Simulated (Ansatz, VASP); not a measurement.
**Ta3As4: VASP beside Ansatz**

```
Ta As
1.0
    -3.28973    3.28973    3.28973
     3.28973   -3.28973    3.28973
     3.28973    3.28973   -3.28973
Ta As
3 4
Direct
  0.00000 0.50000 0.50000
  0.50000 0.00000 0.50000
  0.50000 0.50000 0.00000
  0.50000 0.50000 0.50000
  0.00000 0.00000 0.50000
  0.00000 0.50000 0.00000
  0.50000 0.00000 0.00000
```

Alike in both runs: task single point; functional PBE; k mesh 4 × 4 × 4; occupations gaussian, width 0.1 eV; no spin polarisation.

```csv
,VASP,Ansatz
version,VASP 6.6.1,Ansatz 0.2.0
potentials or method,"VASP PAW PBE potentials, release 64 (Ta_pv, As), cutoff 520 eV","scalar-relativistic, plane waves, PAW"
valence electrons in the cell,53,99
```

Ansatz gave:

| Property | Result |
| --- | --- |
| gap on the k mesh at the Fermi level (eV) | none |
| pressure (GPa) | -10.8 |

Problem. Which values does VASP return?

Solution. gap on the k mesh at the Fermi level (eV): none; pressure (GPa): -10.6.

A gap of «none» marks a metal or a gap that the smearing closes. VASP's potentials hold 53 valence electrons a cell and Ansatz's 99, so a difference there can come from the potentials and not from the codes.

Spin-orbit coupling is off throughout.
